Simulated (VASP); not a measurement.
A run of VASP 6.6.1 is set up as follows.

INCAR

```
PREC = Accurate
ENCUT = 520
EDIFF = 1E-6
ISMEAR = -1
SIGMA = 0.05
LREAL = False
LASPH = True
NELM = 80
ALGO = Normal
ISIF = 2
LWAVE = False
LCHARG = True
GGA = PS
LELF = True
LVHAR = True
NBANDS = 18
```

Contents of KPOINTS:

```
Automatic mesh
0
Gamma
  11 11 11
```

The input POSCAR:

```
ScPd
1.0
    2.5284121476      0.0000000000      0.0000000000
    0.0000000000      2.5284121476      0.0000000000
    0.0000000000      0.0000000000      2.5284121476
Sc Pd
1 1
Direct
    0.5000000000      0.5000000000      0.5000000000
    0.0000000000      0.0000000000      0.0000000000
```

Potentials or basis: VASP PAW PBE potentials, release 64 (Sc_sv, Pd).

Command:

```bash
$ cat potpaw_PBE.64/Sc_sv/POTCAR potpaw_PBE.64/Pd/POTCAR > POTCAR
$ mpirun -np 1 vasp_std > vasp.out
```

(1) What does it give for the pressure?

Results:

(1) 464.7 GPa.

Caveat: the PAW data sets were made with another functional, which shifts forces and pressure a little.
